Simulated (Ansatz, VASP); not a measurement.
Two plane-wave programs on Ga2O3

```
CELL_PARAMETERS angstrom
2.52899 1.46011 4.54134
-2.52899 1.46011 4.54134
0.00000 -2.92022 4.54134
ATOMIC_POSITIONS crystal
Ga 0.85584 0.85584 0.85584
Ga 0.64416 0.64416 0.64416
Ga 0.14416 0.14416 0.14416
Ga 0.35584 0.35584 0.35584
O 0.05309 0.44691 0.75000
O 0.75000 0.05309 0.44691
O 0.44691 0.75000 0.05309
O 0.94691 0.55309 0.25000
O 0.25000 0.94691 0.55309
O 0.55309 0.25000 0.94691
```

Alike in both runs: functional PBE; k mesh 6 × 6 × 6; occupations gaussian, width 0.02 eV; no spin polarisation.

Ansatz relaxed the structure, and its values are those at the end. VASP's run is a single point on that final structure, the one shown.

|  | VASP | Ansatz |
| --- | --- | --- |
| version | VASP 6.6.1 | Ansatz 0.2.0 |
| potentials or method | VASP PAW PBE potentials, release 64 (Ga_d, O), cutoff 600 eV | scalar-relativistic, plane waves, PAW |
| valence electrons in the cell | 88 | 88 |

|  | VASP | Ansatz | Ansatz less VASP |
| --- | --- | --- | --- |
| gap on the k mesh at the Fermi level (eV) | 2.39 | 2.40 | +0.013 |
| least direct gap on the mesh (eV) | 2.62 | 2.64 | +0.013 |
| pressure (GPa) | 0.7 | 0.0 | -0.66 |
| rms of the force components (eV/Å) | 0.005 | 0.000 | -0.0043 |
